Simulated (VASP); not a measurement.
**SrOs: single point with PBE**

SrOs:

```
Sr Os
1.0
     3.64775    0.00000    0.00000
     0.00000    3.64775    0.00000
     0.00000    0.00000    3.64775
Sr Os
1 1
Direct
  0.00000 0.00000 0.00000
  0.50000 0.50000 0.50000
```

```json
{
  "Program": "VASP 6.6.1",
  "Task": "single point",
  "Functional": "PBE",
  "Potentials or basis": "VASP PAW PBE potentials, release 64 (Sr_sv, Os)",
  "Cutoff": "520 eV",
  "k mesh": "10 × 10 × 10",
  "Occupations": "gaussian, width 0.05 eV",
  "Spin": "no spin polarisation"
}
```

```yaml
Pressure: -2.0 GPa
Band_gap_on_the_k_mesh: zero (bands 9 and 10 overlap by 1.55 eV)
```

Levels at points of the mesh, in eV from the Fermi level:
| k point | band 5 | band 6 | band 7 | band 8 | band 9 | band 10 | band 11 | band 12 | band 13 | band 14 |
| --- | --- | --- | --- | --- | --- | --- | --- | --- | --- | --- |
| (0.00, 0.00, 0.00) | -4.98 | -2.19 | -2.19 | -0.01 | -0.01 | -0.01 | 4.78 | 4.78 | 8.06 | 8.06 |
| (0.50, 0.00, 0.00) | -2.33 | -1.47 | -0.76 | -0.22 | -0.22 | 0.27 | 1.21 | 3.01 | 4.43 | 4.43 |
| (0.50, 0.50, 0.00) | -2.94 | -1.99 | -0.90 | -0.90 | 0.93 | 1.20 | 2.70 | 2.70 | 5.41 | 8.05 |
| (0.50, 0.50, 0.50) | -0.78 | -0.78 | -0.78 | 0.74 | 0.74 | 0.74 | 0.98 | 0.98 | 2.74 | 9.68 |

It took 52 s on 1 thread of Intel Xeon 8259CL (shared host), peak memory 0.19 GiB.

Caveat: spin-orbit coupling is left out, which moves the levels of the heavy elements.
